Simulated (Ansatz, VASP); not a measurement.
**BN: VASP beside Ansatz**

```
CELL_PARAMETERS angstrom
0.00000 1.66945 1.79550
1.79550 0.00000 1.79550
1.79550 1.66945 0.00000
ATOMIC_POSITIONS crystal
B 0.00000 0.00000 0.00000
N 0.75000 0.75000 0.75000
```

Alike in both runs: task single point; functional PBE; k mesh 12 × 12 × 12; occupations gaussian, width 0.05 eV; no spin polarisation.

```csv
,VASP,Ansatz
version,VASP 6.6.1,Ansatz 0.2.0
potentials or method,"VASP PAW PBE potentials, release 64 (B, N), cutoff 520 eV","scalar-relativistic, plane waves, PAW"
valence electrons in the cell,8,8
```

|  | VASP | Ansatz | Ansatz less VASP |
| --- | --- | --- | --- |
| gap on the k mesh at the Fermi level (eV) | 3.23 | 3.25 | +0.016 |
| least direct gap on the mesh (eV) | 8.51 | 8.53 | +0.015 |
